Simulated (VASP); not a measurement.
The system is N.

```
CELL_PARAMETERS angstrom
5.56052 0.00000 0.00000
0.00000 5.56052 0.00000
0.00000 0.00000 5.56052
ATOMIC_POSITIONS crystal
N 0.05740 0.44260 0.55740
N 0.44260 0.55740 0.05740
N 0.55740 0.05740 0.44260
N 0.94260 0.94260 0.94260
N 0.94260 0.55740 0.44260
N 0.55740 0.44260 0.94260
N 0.44260 0.94260 0.55740
N 0.05740 0.05740 0.05740
```

```yaml
Program: VASP 6.6.1
Task: relaxation of cell and atoms
Functional: LDA
Potentials_or_basis: VASP PAW LDA potentials, release 64 (N)
Cutoff: 600 eV
k_mesh: 5 × 5 × 5
Occupations: fermi-dirac, width 0.05 eV
Spin: no spin polarisation
```

At the start: pressure -1.2 GPa; volume 21.49 Å³/atom.

Problem. How do energy, volume and symmetry change on relaxing?

Solution. Over 17 steps the energy falls by 13.1 meV/atom and the volume is 17.20 Å³/atom (-20.0 %); space group Pa-3 (No. 205, to 0.1 Å) before and after.

The path:
```csv
step,energy change (eV),largest force (eV/Å),pressure (GPa),volume (Å³)
1,0.0000,0.3903,-1.21,171.93
2,0.6262,7.8584,9.89,167.92
3,-0.0032,0.0575,-0.60,171.65
4,-0.0032,0.0864,-0.56,171.63
5,-0.0108,0.0799,-0.56,169.82
6,-0.0329,0.0776,-0.54,164.48
7,-0.0718,0.1471,-0.32,154.12
8,-0.0990,0.5895,1.19,134.74
9,-0.1008,0.4149,0.91,134.32
10,-0.1018,0.1391,0.48,133.65
11,-0.1020,0.1257,0.45,133.77
12,-0.1027,0.0852,0.36,134.15
13,-0.1036,0.0058,0.17,134.90
14,-0.1044,0.1509,-0.19,136.41
15,-0.1047,0.1037,-0.13,136.76
16,-0.1049,0.0235,-0.02,137.34
17,-0.1049,0.0075,0.02,137.57
```

Final structure:
```cif
data_structure
_symmetry_space_group_name_H-M 'P 1'
_symmetry_Int_Tables_number 1
_cell_length_a 5.1623
_cell_length_b 5.1623
_cell_length_c 5.1623
_cell_angle_alpha 90.000
_cell_angle_beta 90.000
_cell_angle_gamma 90.000
_cell_volume 137.57
loop_
_atom_site_label
_atom_site_type_symbol
_atom_site_fract_x
_atom_site_fract_y
_atom_site_fract_z
_atom_site_occupancy
N1 N 0.06165 0.43834 0.56166 1
N2 N 0.43834 0.56166 0.06165 1
N3 N 0.56166 0.06165 0.43834 1
N4 N 0.93835 0.93835 0.93835 1
N5 N 0.93835 0.56166 0.43834 1
N6 N 0.56166 0.43834 0.93835 1
N7 N 0.43834 0.93835 0.56166 1
N8 N 0.06165 0.06165 0.06165 1
```

Caveat: the standard files for N, O and F lose accuracy on very short bonds; the volume moved by over 15 % at a fixed basis, so the end points are rough.
